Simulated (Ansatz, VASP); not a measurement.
**One calculation of KI, two programs**

File POSCAR:

```
KI
1.0
    0.0000000000      3.5327750000      3.5327750000
    3.5327750000      0.0000000000      3.5327750000
    3.5327750000      3.5327750000      0.0000000000
K I
1 1
Direct
    0.0000000000      0.0000000000      0.0000000000
    0.5000000000      0.5000000000      0.5000000000
```

File INCAR.step1:

```
SYSTEM = KI
  PREC = Accurate
  ENCUT = 550
  ISMEAR = 0
  SIGMA = 0.01
  LREAL = .FALSE.
  LASPH = .TRUE.
  NELM = 120
  NBANDS = 15
  GGA = PE
  ALGO = Normal
  EDIFF = 1E-5
  LWAVE = .TRUE.
  LCHARG = .FALSE.
  GGA_COMPAT = .FALSE.
```

The input INCAR.step2:

```
SYSTEM = KI
  PREC = Accurate
  ENCUT = 550
  EDIFF = 1E-6
  ISMEAR = 0
  SIGMA = 0.01
  LREAL = .FALSE.
  LASPH = .TRUE.
  NELM = 120
  ALGO = Normal
  ISIF = 2
  LWAVE = .FALSE.
  LCHARG = .TRUE.
  METAGGA = R2SCAN
  LMIXTAU = .TRUE.
  LELF = .TRUE.
  LVHAR = .TRUE.
  NBANDS = 15
  ISTART = 1
  GGA_COMPAT = .FALSE.
```

File KPOINTS:

```
regular mesh
0
G
  6 6 6
  0 0 0
```

Input for Ansatz:

```yaml
crystal:
  lattice:
    - [0.0, 3.532775, 3.532775]
    - [3.532775, 0.0, 3.532775]
    - [3.532775, 3.532775, 0.0]
  atoms:
    - { symbol: K, position: [0.0, 0.0, 0.0] }
    - { symbol: I, position: [0.5, 0.5, 0.5] }
basis:
  ecutwfc: 600.0
kpoints:
  mp_grid:
    grid: [6, 6, 6]
hamiltonian:
  xc: r2scan
  pseudopotentials:
    kind: paw
scf:
  occupations:
    method: fixed
output:
  stress: true
```

Alike in both runs: task single point; functional r2SCAN; k mesh 6 × 6 × 6; no spin polarisation.

|  | VASP | Ansatz |
| --- | --- | --- |
| version | VASP 6.6.1 | Ansatz 0.2.0 |
| potentials or method | VASP PAW PBE potentials, release 64 (K_sv, I), cutoff 550 eV | plane waves, PAW |
| occupations | gaussian, width 0.01 eV | fixed |
| valence electrons in the cell | 16 | 26 |

Ansatz gave:

```
pressure (GPa) : 0.1
```

What did VASP give for the same quantities?

Pressure (GPa): 0.2.

VASP's potentials were made for PBE, not for r2SCAN. VASP's potentials hold 16 valence electrons a cell and Ansatz's 26, so a difference there can come from the potentials and not from the codes.

Spin-orbit coupling is off throughout.
